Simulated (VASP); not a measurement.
Crystal: BaTiO3.

```
CELL_PARAMETERS angstrom
2.88282 1.66440 2.36386
-2.88282 1.66440 2.36386
0.00000 -3.32879 2.36386
ATOMIC_POSITIONS crystal
Ba 0.00000 0.00000 0.00000
Ti 0.48450 0.48450 0.48450
O 0.50860 0.01750 0.50860
O 0.01750 0.50860 0.50860
O 0.50860 0.50860 0.01750
```

This cell differs from its parent crystal: volume scaled by 1.06.

Base run:

```yaml
Program: VASP 6.6.1
Functional: PBE
Potentials_or_basis: VASP PAW PBE potentials, release 64 (Ba_sv, Ti_sv, O)
Cutoff: 520 eV
k_mesh: 7 × 7 × 7
Occupations: fermi-dirac, width 0.05 eV
Spin: no spin polarisation
```

Its results: band gap on the k mesh 2.29 eV, indirect (least direct gap 2.67 eV); pressure -2.7 GPa; largest force 0.368 eV/Å.

Question: The run is repeated on the same cell with these changes: functional from PBE to PBEsol. What comes out?

Answer: Band gap on the k mesh 2.25 eV, indirect (least direct gap 2.63 eV); pressure -8.3 GPa; largest force 0.439 eV/Å.

PBEsol binds more tightly than PBE, so the same cell stands under less pressure.

Caveats: spin-orbit coupling is left out, which moves the levels of the heavy elements; the PAW data sets were made with another functional, which shifts forces and pressure a little (some runs).

A k mesh can miss the band edges.
